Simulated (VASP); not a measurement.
# Al2Ru (I4/mmm) in VASP: notebook

Runs on Al2Ru. Level: PBEsol. Tasks: single point, relaxation of cell and atoms.

All numbers are computed with VASP 6.6.1; they aren't measurements. Logs are shortened: lines on timing, memory, paths and dates and some standing lists are left out, and cuts for length are marked.

### 1 The cell of the first run

The structure is tetragonal, space group I4/mmm (No. 139). The conventional cell has a = 3.125 Å, b = 3.125 Å, c = 8.413 Å, α = 90.00°, β = 90.00°, γ = 90.00°. Al (site symmetry 4mm) has 5 Ru at 2.58 to 2.87 Å and 9 Al at 2.67 to 3.12 Å within 3.4 Å. Ru (site symmetry 4/mmm) has 10 Al at 2.58 to 2.87 Å and 4 Ru at 3.12 Å within 3.4 Å.

### 2 Single point, PBEsol

Input file INCAR:

```
SYSTEM = Al2Ru
PREC = Accurate
ENCUT = 520
EDIFF = 1E-7
ISMEAR = -1
SIGMA = 0.15
LREAL = .FALSE.
LASPH = .TRUE.
NELM = 100
ALGO = Normal
ISIF = 2
LWAVE = .FALSE.
LCHARG = .FALSE.
GGA = PS
NBANDS = 17
```

Input file KPOINTS:

```
regular mesh
0
G
  18 18 18
  0 0 0
```

Input file POSCAR:

```
Al2Ru
1.0
   -1.5623911319      1.5623911319      4.2062688494
    1.5623911319     -1.5623911319      4.2062688494
    1.5623911319      1.5623911319     -4.2062688494
Al Ru
2 1
Direct
    0.6589339486      0.6589339486      0.0000000000
    0.3410660514      0.3410660514      0.0000000000
    0.0000000000      0.0000000000      0.0000000000
```

Potentials or basis: VASP PAW PBE potentials, release 64 (Al, Ru_pv).

Command:

```bash
$ cat potpaw_PBE.64/Al/POTCAR potpaw_PBE.64/Ru_pv/POTCAR > POTCAR
$ mpirun -np 1 vasp_std > vasp.out
```

OUTCAR:

```text
SYSTEM = Al2Ru
   PREC = Accurate
   ENCUT = 520
   EDIFF = 1E-7
   ISMEAR = -1
   LREAL = .FALSE.
   LASPH = .TRUE.
   NELM = 100
   ISIF = 2
   GGA = PS

 ion  position               nearest neighbor table
   1  0.659  0.659  0.000-   3 2.58   3 2.58   3 2.58   3 2.58   2 2.67   2 2.69   2 2.69   2 2.69
                             2 2.69   3 2.87
   2  0.341  0.341  0.000-   3 2.58   3 2.58   3 2.58   3 2.58   1 2.67   1 2.69   1 2.69   1 2.69
                             1 2.69   3 2.87
   3  0.000  0.000  0.000-   1 2.58   2 2.58   1 2.58   2 2.58   1 2.58   2 2.58   2 2.58   1 2.58
                             1 2.87   2 2.87

  LATTYP: Found a body centered tetragonal cell.
 ALAT       =     3.1247822638
 C/A-ratio  =     2.6921996442

  Lattice vectors:

 A1 = (  -1.5623911319,   1.5623911319,   4.2062688494)
 A2 = (   1.5623911319,  -1.5623911319,   4.2062688494)
 A3 = (   1.5623911319,   1.5623911319,  -4.2062688494)

Analysis of symmetry for initial positions (statically):
=====================================================================
 Subroutine PRICEL returns:
 Original cell was already a primitive cell.

 Routine SETGRP: Setting up the symmetry group for a
 body centered tetragonal supercell.

 Subroutine GETGRP returns: Found 16 space group operations
 (whereof 16 operations were pure point group operations)
 out of a pool of 16 trial point group operations.

The static configuration has the point symmetry D_4h.

Analysis of symmetry for dynamics (positions and initial velocities):
=====================================================================
 Subroutine PRICEL returns:
 Original cell was already a primitive cell.

 Routine SETGRP: Setting up the symmetry group for a
 body centered tetragonal supercell.

 Subroutine GETGRP returns: Found 16 space group operations
 (whereof 16 operations were pure point group operations)
 out of a pool of 16 trial point group operations.

The dynamic configuration has the point symmetry D_4h.

 Subroutine INISYM returns: Found 16 space group operations
 (whereof 16 operations are pure point group operations),
 and found     1 'primitive' translations

----------------------------------------------------------------------------------------

                                     Primitive cell

  volume of cell :      41.0711

  direct lattice vectors                    reciprocal lattice vectors
    -1.562391132  1.562391132  4.206268849     0.000000000  0.320022298  0.118870195
     1.562391132 -1.562391132  4.206268849     0.320022298  0.000000000  0.118870195
     1.562391132  1.562391132 -4.206268849     0.320022298  0.320022298  0.000000000

  length of vectors
     4.751297689  4.751297689  4.751297689     0.341385990  0.341385990  0.452579874

  position of ions in fractional coordinates (direct lattice)
     0.658933949  0.658933949  0.000000000
     0.341066051  0.341066051  0.000000000
     0.000000000  0.000000000  0.000000000

  ion indices of the primitive-cell ions
   primitive index   ion index
                 1           1
                 2           2
                 3           3

----------------------------------------------------------------------------------------

 KPOINTS: regular mesh

Automatic generation of k-mesh.
 Grid dimensions read from file:
 generate k-points for:   18   18   18

 Generating k-lattice:

  Cartesian coordinates                     Fractional coordinates (reciprocal lattice)
     0.000000000  0.017779017  0.006603900     0.055555556 -0.000000000  0.000000000
     0.017779017  0.000000000  0.006603900    -0.000000000  0.055555556  0.000000000
     0.017779017  0.017779017  0.000000000     0.000000000  0.000000000  0.055555556

  Length of vectors
     0.018965888  0.018965888  0.025143326

  Shift w.r.t. Gamma in fractional coordinates (k-lattice)
     0.000000000  0.000000000  0.000000000

 Subroutine IBZKPT returns following result:
 ===========================================

 Found    480 irreducible k-points:

 Following reciprocal coordinates:
            Coordinates               Weight
  0.000000  0.000000  0.000000      1.000000
  0.055556 -0.000000  0.000000      8.000000
  0.111111 -0.000000  0.000000      8.000000
  0.166667  0.000000 -0.000000      8.000000
  0.222222 -0.000000  0.000000      8.000000
  0.277778  0.000000 -0.000000      8.000000
[... 16 lines left out ...]
 -0.277778  0.055556  0.000000     16.000000
 -0.222222  0.055556 -0.000000     16.000000
 [... further k-points ...]
   k-points           NKPTS =    480   k-points in BZ     NKDIM =    480   number of bands    NBANDS=     17
   number of dos      NEDOS =    301   number of ions     NIONS =      3
   total plane-waves  NPLWV =  46656
   dimension x,y,z NGX =    36 NGY =   36 NGZ =   36
   dimension x,y,z NGXF=    72 NGYF=   72 NGZF=   72
   ions per type =               2   1
   NGX,Y,Z   is equivalent  to a cutoff of  12.60, 12.60, 12.60 a.u.
   NGXF,Y,Z  is equivalent  to a cutoff of  25.19, 25.19, 25.19 a.u.
 SYSTEM =  Al2Ru
   PREC   = accura    normal or accurate (medium, high low for compatibility)
   ISTART =      0    job   : 0-new  1-cont  2-samecut
   ICHARG =      2    charge: 1-file 2-atom 10-const
   ISPIN  =      1    spin polarized calculation?
   LNONCOLLINEAR =      F non collinear calculations
   LSORBIT =      F    spin-orbit coupling
   LASPH  =      T    aspherical Exc in radial PAW
   ENCUT  =  520.0 eV  38.22 Ry    6.18 a.u.   8.83  8.83  8.83*2*pi/ulx,y,z
   NELM   =    100;   NELMIN=  2; NELMDL= -5     # of ELM steps
   EDIFF  = 0.1E-06   stopping-criterion for ELM
   LREAL  =      F    real-space projection
   EDIFFG = 0.1E-05   stopping-criterion for IOM
   NSW    =      0    number of steps for IOM
   IBRION =     -1    ionic relax: 0-MD 1-quasi-New 2-CG
   NFREE  =      0    steps in history (QN), initial steepest desc. (CG)
   ISIF   =      2    stress and relaxation
   ISYM   =      2    0-nonsym 1-usesym 2-fastsym
   POTIM  = 0.5000    time-step for ionic-motion
   TEBEG  =    0.0;   TEEND  =   0.0 temperature during run
   PSTRESS=    0.0 pullay stress
   NELECT =      20.0000    total number of electrons
   NUPDOWN=      -1.0000    fix difference up-down
   EMIN   =  10.00;   EMAX   =-10.00  energy-range for DOS
   EFERMI =   0.00;   METHOD = LEGACY
   ISMEAR =    -1;   SIGMA  =   0.15  broadening in eV -4-tet -1-fermi 0-gaus
   EFERMI_NEDOS =   21; number of points for ismear=-14 and -15
   IALGO  =     38    algorithm
   IMIX   =      4    mixing-type and parameters
     AMIX     =   0.40;   BMIX     =  1.00
     AMIX_MAG =   1.60;   BMIX_MAG =  1.00
  volume/ion in A,a.u.               =      13.69        92.39
  Fermi-wavevector in a.u.,A,eV,Ry     =   1.287971  2.433912 22.570276  1.658868
  Thomas-Fermi vector in A             =   2.419953
   LORBIT       =      0    0 simple, 1 ext, 2 COOP (PROOUT), +10 PAW based schemes
   GGA     = PS    functional components
   LHFCALC =     F    Hartree Fock is set to
   AEXX    =    0.0000 exact exchange contribution
   IVDW    =     0    specifies the selected vdW correction
   LEPSILON=     F    determine dielectric tensor
   LRPA    =     F    only Hartree local field effects (RPA)
 non-spin polarized calculation
  energy-cutoff  :      520.00
  volume of cell :       41.07
 maximum number of plane-waves:      1132
   NGX = 17   NGY = 17   NGZ = 17

 number of electron      19.9999999 magnetization

 Free energy of the ion-electron system (eV)
  ---------------------------------------------------
  ext. energy  EPLUGINS =         0.00000000
  ---------------------------------------------------
  free energy    TOTEN  =       -20.34476660 eV

  energy without entropy =      -20.30299856  energy(sigma->0) =      -20.32388258

 E-fermi :  10.4514     XC(G=0): -12.0259

 val. band max:       10.4497291706   @ k =   0.3333   0.1667   0.1667
 cond. band min:      10.5052090117   @ k =  -0.2222   0.1667  -0.0000
 fundamental gap:      0.0554798412
 Fermi energy:        10.4513957001

 k-point     1 :       0.0000    0.0000    0.0000
  band No.  band energies     occupation
      1     -32.0098      2.00000
      2     -32.0098      2.00000
      3     -31.9367      2.00000
      4      -0.3918      2.00000
      5       5.1135      2.00000
      6       6.7261      2.00000
[... 9 lines left out ...]
     16      16.7814      0.00000
     17      18.2415      0.00000

 k-point     2 :       0.0556   -0.0000    0.0000
  band No.  band energies     occupation
      1     -32.0138      2.00000
      2     -32.0094      2.00000
      3     -31.9363      2.00000
      4      -0.3338      2.00000
      5       5.1400      2.00000
      6       6.7465      2.00000
[... 9 lines left out ...]
     16      17.0453      0.00000
     17      18.7781      0.00000

 k-point     3 :       0.1111   -0.0000    0.0000
  band No.  band energies     occupation
      1     -32.0254      2.00000
      2     -32.0084      2.00000
      3     -31.9352      2.00000
      4      -0.1609      2.00000
      5       5.2147      2.00000
      6       6.8009      2.00000
[... 9 lines left out ...]
     16      17.5457      0.00000
     17      19.8713      0.00000

 k-point     4 :       0.1667    0.0000   -0.0000
  band No.  band energies     occupation
      1     -32.0431      2.00000
      2     -32.0069      2.00000
      3     -31.9335      2.00000
      4       0.1236      2.00000
      5       5.3212      2.00000
      6       6.8559      2.00000
[... 9 lines left out ...]
     16      18.2137      0.00000
     17      21.0727      0.00000
[... 343 lines left out ...]
      1     -32.1087      2.00000
      2     -32.0050      2.00000
      3     -31.9267      2.00000
      4       1.5567      2.00000
      5       5.4248      2.00000
      6       6.4179      2.00000
[... 9 lines left out ...]
     16      19.8037      0.00000
     17      20.4370      0.00000

 k-point    23 :      -0.2778    0.0556    0.0000
  band No.  band energies     occupation
      1     -32.0872      2.00000
      2     -32.0070      2.00000
      3     -31.9288      2.00000
      4       0.9920      2.00000
      5       5.6289      2.00000
      6       6.5189      2.00000
[... 9 lines left out ...]
     16      19.2615      0.00000
     17      20.8712      0.00000

 k-point    24 :      -0.2222    0.0556   -0.0000
  band No.  band energies     occupation
      1     -32.0643      2.00000
      2     -32.0090      2.00000
      3     -31.9310      2.00000
      4       0.5159      2.00000
      5       5.5943      2.00000
      6       6.7741      2.00000
[... 9 lines left out ...]
     16      18.7405      0.00000
     17      21.4765      0.00000

 [... further k-points ...]

------------------------ aborting loop because EDIFF is reached ----------------------------------------

  FORCE on cell =-STRESS in cart. coord.  units (eV):
  Direction    XX          YY          ZZ          XY          YZ          ZX
  --------------------------------------------------------------------------------------
  -------------------------------------------------------------------------------------
  Total        0.0165209      0.0165209      0.0216120      0.0000000      0.0000000     -0.0000000
  in kB        0.6444758      0.6444758      0.8430795      0.0000000      0.0000000     -0.0000000
  external PRESSURE =       0.7106770 kB  Pullay stress =       0.0000000 kB

 VOLUME and BASIS-vectors are now :
 -----------------------------------------------------------------------------
  energy-cutoff  :      520.00
  volume of cell :       41.07
      direct lattice vectors                 reciprocal lattice vectors
    -1.562391132  1.562391132  4.206268849     0.000000000  0.320022298  0.118870195
     1.562391132 -1.562391132  4.206268849     0.320022298  0.000000000  0.118870195
     1.562391132  1.562391132 -4.206268849     0.320022298  0.320022298  0.000000000

 POSITION                                       TOTAL-FORCE (eV/Angst)
 -----------------------------------------------------------------------------------
      0.00000      0.00000      5.54331         0.000000      0.000000      0.001477
      0.00000      0.00000      2.86923        -0.000000     -0.000000     -0.001477
      0.00000      0.00000      0.00000         0.000000      0.000000      0.000000
 -----------------------------------------------------------------------------------
    total drift:                                0.000000      0.000000     -0.000000

  FREE ENERGIE OF THE ION-ELECTRON SYSTEM (eV)
  ---------------------------------------------------
  free  energy   TOTEN  =       -20.3447665989 eV

  energy  without entropy=      -20.3029985584  energy(sigma->0) =      -20.32388258
```

Wall time 7.3 min (1 thread of Intel Xeon Platinum 8259CL at 2.50GHz (Skylake/Cascade Lake), shared host); peak memory 0.45 GiB.

What came out:

* Free energy: -20.3448 eV
* Pressure: 0.1 GPa
* Band gap on the k mesh: zero (bands 10 and 11 overlap by 0.17 eV)

Levels at points of the mesh, in eV from the Fermi level:
| k point | band 7 | band 8 | band 9 | band 10 | band 11 | band 12 | band 13 | band 14 |
| --- | --- | --- | --- | --- | --- | --- | --- | --- |
| (0.00, 0.00, 0.00) | -1.90 | -1.90 | -1.83 | -0.86 | 2.54 | 4.74 | 6.16 | 6.16 |
| (0.50, 0.00, 0.00) | -2.83 | -2.65 | -2.47 | -1.33 | 0.68 | 3.18 | 5.23 | 7.05 |
| (0.50, 0.50, 0.00) | -3.31 | -3.01 | -1.20 | -0.26 | 0.38 | 1.93 | 2.14 | 4.88 |
| (0.50, 0.50, 0.50) | -2.52 | -1.46 | -1.46 | -0.84 | 3.20 | 3.20 | 6.39 | 6.66 |

Caveat: the PAW data sets were made with another functional, which shifts forces and pressure a little.

(Part 1 of 2 ends here.)
